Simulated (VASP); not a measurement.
Input of a VASP 6.6.1 run:

INCAR

```
SYSTEM = GaN
ALGO = Normal ; EDIFF = 1E-7
ENCUT = 520 ; GGA = PE
ISIF = 2 ; ISMEAR = -1
LASPH = .True. ; LCHARG = .False.
LREAL = .False. ; LWAVE = .False.
NBANDS = 16 ; NELM = 80
PREC = Accurate ; SIGMA = 0.05
```

File KPOINTS:

```
k-points
0
Gamma
  11 11 11
  0 0 0
```

POSCAR

```
GaN
1.0
    0.0000000000      2.0916465448      2.0916465448
    2.0916465448      0.0000000000      2.0916465448
    2.0916465448      2.0916465448      0.0000000000
Ga N
1 1
Direct
    0.0000000000      0.0000000000      0.0000000000
    0.5000000000      0.5000000000      0.5000000000
```

Potentials or basis: VASP PAW PBE potentials, release 64 (Ga_d, N).

The run is started by

```bash
$ cat potpaw_PBE.64/Ga_d/POTCAR potpaw_PBE.64/N/POTCAR > POTCAR
$ mpirun -np 1 vasp_std > vasp.out
```

(1) Predict the pressure.

(2) What does it give for the band gap on the k mesh?

Results:

(1) 15.4 GPa.

(2) 0.93 eV, indirect (least direct gap 3.14 eV).
